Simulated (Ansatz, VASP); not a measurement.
## InPd in VASP and in Ansatz

```
In Pd
1.0
     3.24663    0.00000    0.00000
     0.00000    3.24663    0.00000
     0.00000    0.00000    3.24663
In Pd
1 1
Direct
  0.97516 0.00000 0.00000
  0.52680 0.50000 0.50000
```

Change from the starting cell: mode 4 frozen in at -0.087 Å, strain +e along z and -e/2 along x and y +0.0000.

Alike in both runs: task single point; functional PBEsol; k mesh 14 × 14 × 14; occupations gaussian, width 0.15 eV; no spin polarisation.

|  | VASP | Ansatz |
| --- | --- | --- |
| version | VASP 6.6.1 | Ansatz 0.2.0 |
| potentials or method | VASP PAW PBE potentials, release 64 (In_d, Pd), cutoff 520 eV | scalar-relativistic, plane waves, PAW |
| valence electrons in the cell | 23 | 31 |

```csv
,VASP,Ansatz,Ansatz less VASP
gap on the k mesh at the Fermi level (eV),none,none,-
pressure (GPa),1.7,1.5,-0.18
"traceless stress, the component that is largest in VASP (GPa)",-0.86,-0.85,+0.013
rms of the force components (eV/Å),0.423,0.416,-0.0061
```

VASP's potentials were made for PBE, not for PBEsol. Atom by atom the forces differ by 0.006 eV/Å (rms over components). A gap of «none» marks a metal or a gap that the smearing closes. VASP's potentials hold 23 valence electrons a cell and Ansatz's 31, so a difference there can come from the potentials and not from the codes.
